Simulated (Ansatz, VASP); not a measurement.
# CdAg in VASP and in Ansatz

```
Cd Ag
1.0
     3.33000    0.00000    0.00000
     0.00000    3.33000    0.00000
     0.00000    0.00000    3.36330
Cd Ag
1 1
Direct
  0.50000 0.50000 0.50000
  0.00000 0.00000 0.00000
```

Change from the starting cell: zz strain of +1 %.

Alike in both runs: task single point; functional PBEsol; k mesh 12 × 12 × 12; occupations fermi-dirac, width 0.05 eV; no spin polarisation.

```csv
,VASP,Ansatz
version,VASP 6.6.1,Ansatz 0.2.0
potentials or method,"VASP PAW PBE potentials, release 64 (Cd, Ag), cutoff 520 eV","all-electron LAPW, scalar-relativistic"
```

```tsv
	VASP	Ansatz	Ansatz less VASP
pressure (GPa)	-2.2	-2.5	-0.35
traceless stress, the component that is largest in VASP (GPa)	-0.13	-0.13	-0.003
```

VASP's potentials were made for PBE, not for PBEsol. Ansatz ran all-electron here, and VASP with PAW potentials.
